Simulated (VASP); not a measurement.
# Zr2AlN3 (P6_3/mmc) in VASP: single point with PBE

Aim: the single point of Zr2AlN3 with PBE.

Program: VASP 6.6.1. These are calculated values, not measurements. Logs are shortened: lines on timing, memory, paths and dates and some standing lists are left out, and cuts for length are marked.

## Step 1: The cell of the first run

The structure is hexagonal, space group P6_3/mmc (No. 194). The conventional cell has a = 3.094 Å, b = 3.094 Å, c = 16.231 Å, α = 90.00°, β = 90.00°, γ = 120.00°. Within 3.1 Å of Zr (site symmetry 3m) lie 6 N at 2.25 to 2.30 Å and 6 Zr at 3.09 Å. Within 2.9 Å of Al (site symmetry -6m2) lie 6 N at 2.18 Å. Within 3.1 Å of N (site symmetry -3m) lie 6 Zr at 2.25 Å and 8 N at 2.82 to 3.09 Å. N (site symmetry 3m) has 3 Al at 2.18 Å and 3 Zr at 2.30 Å and 2 N at 2.48 to 2.82 Å within 2.9 Å.

## Step 2: Single point, PBE

File POSCAR:

```
Zr2AlN3
1.0
    3.0936120111      0.0000000000      0.0000000000
   -1.5468060056      2.6791465911      0.0000000000
    0.0000000000      0.0000000000     16.2308615575
Zr Al N
4 2 6
Direct
    0.3333333333      0.6666666667      0.0838256274
    0.3333333333      0.6666666667      0.4161743726
    0.6666666667      0.3333333333      0.5838256274
    0.6666666667      0.3333333333      0.9161743726
    0.3333333333      0.6666666667      0.7500000000
    0.6666666667      0.3333333333      0.2500000000
    0.0000000000      0.0000000000      0.0000000000
    0.0000000000      0.0000000000      0.3264919395
    0.0000000000      0.0000000000      0.6735080605
    0.0000000000      0.0000000000      0.1735080605
    0.0000000000      0.0000000000      0.5000000000
    0.0000000000      0.0000000000      0.8264919395
```

File INCAR.step1:

```
PREC     = Accurate       # precision mode
ENCUT    = 520            # plane-wave cutoff, eV
EDIFF    = 1E-6           # SCF threshold, eV
ISMEAR   = 0              # smearing method
SIGMA    = 0.1            # smearing width, eV
LREAL    = F              # projectors in reciprocal space
LASPH    = T              # aspherical terms in the spheres
NELM     = 120            # most SCF steps
ALGO     = Normal         # electronic algorithm
ISIF     = 2              # what is computed and relaxed
LWAVE    = F              # write WAVECAR
LCHARG   = T              # write CHGCAR
LMAXMIX  = 4              # l up to which the mixer works
GGA      = PE             # functional
NBANDS   = 54             # bands
GGA_COMPAT= F            
NEDOS    = 2001           # points of the DOS
LORBIT   = 11             # projections on sites
```

File KPOINTS.step1:

```
Automatic mesh
0
Gamma
  12 12 4
```

File INCAR.step2:

```
PREC     = Accurate       # precision mode
ENCUT    = 520            # plane-wave cutoff, eV
EDIFF    = 1E-6           # SCF threshold, eV
ISMEAR   = -5             # smearing method
SIGMA    = 0.1            # smearing width, eV
LREAL    = F              # projectors in reciprocal space
LASPH    = T              # aspherical terms in the spheres
NELM     = 120            # most SCF steps
ALGO     = Normal         # electronic algorithm
ISIF     = 2              # what is computed and relaxed
LWAVE    = F              # write WAVECAR
LCHARG   = F              # write CHGCAR
LMAXMIX  = 4              # l up to which the mixer works
GGA      = PE             # functional
LORBIT   = 11             # projections on sites
NBANDS   = 54             # bands
NEDOS    = 2001           # points of the DOS
ICHARG   = 11             # starting density
GGA_COMPAT= F
```

File KPOINTS.step2:

```
Automatic mesh
0
Gamma
  18 18 6
```

Potentials or basis: VASP PAW PBE potentials, release 64 (Zr_sv, Al, N).

Command:

```sh
$ cat potpaw_PBE.64/Zr_sv/POTCAR potpaw_PBE.64/Al/POTCAR potpaw_PBE.64/N/POTCAR > POTCAR
$ cp INCAR.step1 INCAR
$ cp KPOINTS.step1 KPOINTS
$ mpirun -np 1 vasp_std > vasp.out
$ cp INCAR.step2 INCAR
$ cp KPOINTS.step2 KPOINTS
$ mpirun -np 1 vasp_std > vasp.out
```

OUTCAR:

```text
PREC = Accurate
   ENCUT = 520
   EDIFF = 1E-6
   ISMEAR = -5
   LREAL = F
   LASPH = T
   NELM = 120
   ISIF = 2
   GGA = PE
   LORBIT = 11
   ICHARG = 11

 ion  position               nearest neighbor table
   1  0.333  0.667  0.084-   7 2.25   7 2.25   7 2.25  10 2.30  10 2.30  10 2.30   6 3.23   6 3.23
                             6 3.23   4 3.25   4 3.25   4 3.25
   2  0.333  0.667  0.416-  11 2.25  11 2.25  11 2.25   8 2.30   8 2.30   8 2.30   6 3.23   6 3.23
                             6 3.23   3 3.25   3 3.25   3 3.25
   3  0.667  0.333  0.584-  11 2.25  11 2.25  11 2.25   9 2.30   9 2.30   9 2.30   5 3.23   5 3.23
                             5 3.23   2 3.25   2 3.25   2 3.25
   4  0.667  0.333  0.916-   7 2.25   7 2.25   7 2.25  12 2.30  12 2.30  12 2.30   5 3.23   5 3.23
                             5 3.23   1 3.25   1 3.25   1 3.25
   5  0.333  0.667  0.750-   9 2.18  12 2.18   9 2.18  12 2.18   9 2.18  12 2.18   3 3.23   4 3.23
                             3 3.23   4 3.23   3 3.23   4 3.23
   6  0.667  0.333  0.250-   8 2.18  10 2.18   8 2.18  10 2.18   8 2.18  10 2.18   1 3.23   2 3.23
                             1 3.23   2 3.23   1 3.23   2 3.23
   7  0.000  0.000  0.000-   1 2.25   4 2.25   4 2.25   1 2.25   4 2.25   1 2.25
   8  0.000  0.000  0.326-   6 2.18   6 2.18   6 2.18   2 2.30   2 2.30   2 2.30
   9  0.000  0.000  0.674-   5 2.18   5 2.18   5 2.18   3 2.30   3 2.30   3 2.30
  10  0.000  0.000  0.174-   6 2.18   6 2.18   6 2.18   1 2.30   1 2.30   1 2.30
  11  0.000  0.000  0.500-   2 2.25   3 2.25   3 2.25   2 2.25   3 2.25   2 2.25
  12  0.000  0.000  0.826-   5 2.18   5 2.18   5 2.18   4 2.30   4 2.30   4 2.30

  LATTYP: Found a hexagonal cell.
 ALAT       =     3.0936120111
 C/A-ratio  =     5.2465730994

  Lattice vectors:

 A1 = (   3.0936120111,   0.0000000000,   0.0000000000)
 A2 = (  -1.5468060056,   2.6791465911,   0.0000000000)
 A3 = (   0.0000000000,   0.0000000000,  16.2308615575)

Analysis of symmetry for initial positions (statically):
=====================================================================
 Subroutine PRICEL returns:
 Original cell was already a primitive cell.

 Routine SETGRP: Setting up the symmetry group for a
 hexagonal supercell.

 Subroutine GETGRP returns: Found 24 space group operations
 (whereof 12 operations were pure point group operations)
 out of a pool of 24 trial point group operations.

The static configuration has the point symmetry D_3d.
 The point group associated with its full space group is D_6h.

Analysis of symmetry for dynamics (positions and initial velocities):
=====================================================================
 Subroutine PRICEL returns:
 Original cell was already a primitive cell.

 Routine SETGRP: Setting up the symmetry group for a
[... 162 lines left out ...]
  energy-cutoff  :      520.00
  volume of cell :      134.53
 maximum number of plane-waves:      3664
 NGX is ok and might be reduce to    24

 number of electron      83.9999992 magnetization

 Free energy of the ion-electron system (eV)
  ---------------------------------------------------
  ext. energy  EPLUGINS =         0.00000000
  ---------------------------------------------------
  free energy    TOTEN  =      -106.72779966 eV

  energy without entropy =     -106.72779966  energy(sigma->0) =     -106.72779966

 E-fermi :  11.3252     XC(G=0): -12.2506

 val. band max:       11.4122030993   @ k =   0.3333   0.3333   0.5000
 cond. band min:      11.2865538271   @ k =   0.1111   0.0556   0.1667
 fundamental gap:     -0.1256492722
 Fermi energy:        11.3251520766

 k-point     1 :       0.0000    0.0000    0.0000
  band No.  band energies     occupation
      1     -37.9795      2.00000
      2     -37.9795      2.00000
      3     -37.9081      2.00000
      4     -37.9081      2.00000
      5     -16.6381      2.00000
      6     -16.6322      2.00000
[... 1357 lines left out ...]
     53      15.7051      0.00000
     54      16.1856      0.00000

 [... further k-points ...]

------------------------ aborting loop because EDIFF is reached ----------------------------------------

  FORCE on cell =-STRESS in cart. coord.  units (eV):
  Direction    XX          YY          ZZ          XY          YZ          ZX
  --------------------------------------------------------------------------------------
  -------------------------------------------------------------------------------------
  Total        0.1466295      0.1466295      0.1518267     -0.0000000      0.0000000      0.0000000
  in kB        1.7463368      1.7463368      1.8082353     -0.0000000      0.0000000      0.0000000
  external PRESSURE =       1.7669696 kB  Pullay stress =       0.0000000 kB

 VOLUME and BASIS-vectors are now :
 -----------------------------------------------------------------------------
  energy-cutoff  :      520.00
  volume of cell :      134.53
      direct lattice vectors                 reciprocal lattice vectors
     3.093612011  0.000000000  0.000000000     0.323246741  0.186626593  0.000000000
    -1.546806006  2.679146591  0.000000000     0.000000000  0.373253186  0.000000000
     0.000000000  0.000000000 16.230861557     0.000000000  0.000000000  0.061611024

 POSITION                                       TOTAL-FORCE (eV/Angst)
 -----------------------------------------------------------------------------------
     -0.00000      1.78610      1.36056        -0.000000      0.000000     -0.051946
     -0.00000      1.78610      6.75487         0.000000     -0.000000      0.051946
      1.54681      0.89305      9.47599        -0.000000      0.000000     -0.051946
      1.54681      0.89305     14.87030        -0.000000      0.000000      0.051946
     -0.00000      1.78610     12.17315         0.000000     -0.000000      0.000000
      1.54681      0.89305      4.05772         0.000000      0.000000      0.000000
      0.00000      0.00000      0.00000         0.000000      0.000000      0.000000
      0.00000      0.00000      5.29925         0.000000     -0.000000     -0.026822
      0.00000      0.00000     10.93162         0.000000      0.000000      0.026822
      0.00000      0.00000      2.81619         0.000000     -0.000000      0.026822
      0.00000      0.00000      8.11543         0.000000      0.000000      0.000000
      0.00000      0.00000     13.41468         0.000000      0.000000     -0.026822
 -----------------------------------------------------------------------------------
    total drift:                               -0.000001      0.000000     -0.000000

  FREE ENERGIE OF THE ION-ELECTRON SYSTEM (eV)
  ---------------------------------------------------
  free  energy   TOTEN  =      -106.7277996638 eV

  energy  without entropy=     -106.7277996638  energy(sigma->0) =     -106.72779966

 total charge

# of ion       s       p       d       tot
------------------------------------------
    1        2.174   6.036   1.723   9.933
    2        2.174   6.036   1.723   9.933
    3        2.174   6.036   1.723   9.933
    4        2.174   6.036   1.723   9.933
    5        0.307   0.310   0.000   0.617
    6        0.307   0.310   0.000   0.617
    7        1.246   2.508   0.000   3.754
    8        1.240   2.469   0.000   3.710
    9        1.240   2.469   0.000   3.710
   10        1.240   2.469   0.000   3.710
   11        1.246   2.508   0.000   3.754
   12        1.240   2.469   0.000   3.710
--------------------------------------------------
tot         16.762  39.659   6.891  63.313
```

OUTCAR.step1:

```text
PREC = Accurate
   ENCUT = 520
   EDIFF = 1E-6
   ISMEAR = 0
   LREAL = F
   LASPH = T
   NELM = 120
   ISIF = 2
   GGA = PE
   LORBIT = 11

 ion  position               nearest neighbor table
[... 1644 lines left out ...]

 total charge

# of ion       s       p       d       tot
------------------------------------------
    1        2.174   6.036   1.722   9.932
    2        2.174   6.036   1.722   9.932
    3        2.174   6.036   1.722   9.932
    4        2.174   6.036   1.722   9.932
    5        0.307   0.310   0.000   0.617
    6        0.307   0.310   0.000   0.617
    7        1.246   2.508   0.000   3.754
    8        1.240   2.469   0.000   3.710
    9        1.240   2.469   0.000   3.710
   10        1.240   2.469   0.000   3.710
   11        1.246   2.508   0.000   3.754
   12        1.240   2.469   0.000   3.710
--------------------------------------------------
tot         16.763  39.660   6.888  63.310
```

OSZICAR.step1:

```text
N       E                     dE             d eps       ncg     rms          rms(c)
DAV:   1     0.736812555794E+03    0.73681E+03   -0.44527E+04  6156   0.156E+03
DAV:   2    -0.530553808565E+02   -0.78987E+03   -0.76254E+03  7334   0.431E+02
DAV:   3    -0.119886405468E+03   -0.66831E+02   -0.66278E+02  9156   0.111E+02
DAV:   4    -0.123955970452E+03   -0.40696E+01   -0.40616E+01  9480   0.232E+01
DAV:   5    -0.124095641298E+03   -0.13967E+00   -0.13963E+00  8530   0.397E+00    0.474E+01
DAV:   6    -0.106775639756E+03    0.17320E+02   -0.94602E+01  7872   0.366E+01    0.203E+01
DAV:   7    -0.106781563305E+03   -0.59235E-02   -0.83099E+00  8626   0.100E+01    0.108E+01
DAV:   8    -0.106753158017E+03    0.28405E-01   -0.56816E-01  7970   0.357E+00    0.135E+00
DAV:   9    -0.106741513389E+03    0.11645E-01   -0.17988E-01  8016   0.141E+00    0.908E-01
DAV:  10    -0.106740556061E+03    0.95733E-03   -0.28245E-02  7722   0.812E-01    0.284E-01
DAV:  11    -0.106740675245E+03   -0.11918E-03   -0.16643E-03  8528   0.227E-01    0.462E-02
DAV:  12    -0.106740645155E+03    0.30090E-04   -0.19667E-04  8208   0.648E-02    0.293E-02
DAV:  13    -0.106740639637E+03    0.55177E-05   -0.36292E-05  8600   0.262E-02    0.776E-03
DAV:  14    -0.106740639372E+03    0.26536E-06   -0.57680E-06  7032   0.114E-02
   1 F= -.10674064E+03 E0= -.10673431E+03  d E =-.126643E-01
```

It took 17 min on 1 thread of AMD EPYC 7R43 (Zen 3), shared host; peak memory 0.79 GiB.

What came out:

```
Valence electrons inside the program's atomic spheres : Zr 9.93; Al 0.62; N 3.75, 3.71 (each value once)
```

Levels at points of the mesh, in eV from the Fermi level:
```tsv
k point	band 39	band 40	band 41	band 42	band 43	band 44	band 45	band 46
(0.00, 0.00, 0.00)	-2.62	-1.56	-0.56	0.83	1.25	1.25	1.30	1.43
(0.50, 0.00, 0.00)	-2.75	-1.98	-1.85	-0.68	0.23	0.91	1.46	2.97
(0.00, 0.00, 0.50)	-2.62	-2.62	0.26	0.26	1.37	1.37	1.37	1.37
(0.50, 0.00, 0.50)	-2.94	-2.94	-1.08	-1.08	0.53	0.53	2.09	2.09
```
